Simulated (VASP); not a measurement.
**PbO2: single point with PBE**

PbO2:

```
Pb O
1.0
     3.19377   -0.05180    0.08235
    -1.64174    3.00871   -0.08056
     0.13448   -0.07427    5.29124
Pb O
1 2
Cartesian
  2.3609 0.6769 4.6307
  2.0681 2.6233 5.8587
  3.5938 1.4444 8.8984
```

```json
{
  "Program": "VASP 6.6.1",
  "Task": "single point",
  "Functional": "PBE",
  "Potentials or basis": "VASP PAW PBE potentials, release 64 (Pb_d, O)",
  "Cutoff": "600 eV",
  "k mesh": "2 × 2 × 2",
  "Occupations": "gaussian, width 0.01 eV",
  "Spin": "no spin polarisation",
  "Dipole correction": "no",
  "Further INCAR settings": "ALGO = Normal; EDIFF = 1e-06; NBANDS = 20"
}
```

```
Pressure               : 25.4 GPa
Largest force          : 13.794 eV/Å
Band gap on the k mesh : 0.89 eV, direct
```

Forces on the atoms (eV/Å):
```
Pb  -9.344 -6.006  8.178
O    1.060  0.192 -1.152
O    8.284  5.814 -7.026
```

Stress tensor (GPa, compression positive):
```
 37.38  16.57 -22.30
 16.57  20.96 -18.24
-22.30 -18.24  17.82
```

Levels at points of the mesh, in eV from the valence-band top:
```
           k point  band 11  band 12  band 13  band 14  band 15  band 16
(0.00, 0.00, 0.00)    -0.74    -0.55     0.00     0.89     5.40     9.95
(0.50, 0.00, 0.00)    -2.23    -0.46    -0.11     3.40     6.08     9.54
(0.00, 0.50, 0.00)    -1.46    -0.75    -0.24     3.14     6.71     9.38
(0.50, 0.50, 0.00)    -1.29    -0.62    -0.24     2.93     6.14     9.07
(0.00, 0.00, 0.50)    -0.95    -0.61    -0.09     1.71     5.09    10.02
(0.50, 0.00, 0.50)    -2.02    -0.54    -0.26     3.45     6.23     9.33
(0.00, 0.50, 0.50)    -1.27    -0.76    -0.16     2.96     6.56     9.05
(0.50, 0.50, 0.50)    -0.98    -0.72    -0.21     2.77     6.09     8.90
```

It took 6.7 s on 1 thread of Intel(R) Xeon(R) 6975P-C (Granite Rapids), on a shared host, peak memory 0.17 GiB.

Caveat: the k points lie up to 1.13 Å⁻¹ apart; spin-orbit coupling is left out, which moves the levels of the heavy elements; forces of over 1 eV/Å act on the atoms, so gaps and moduli don't describe the material at rest.
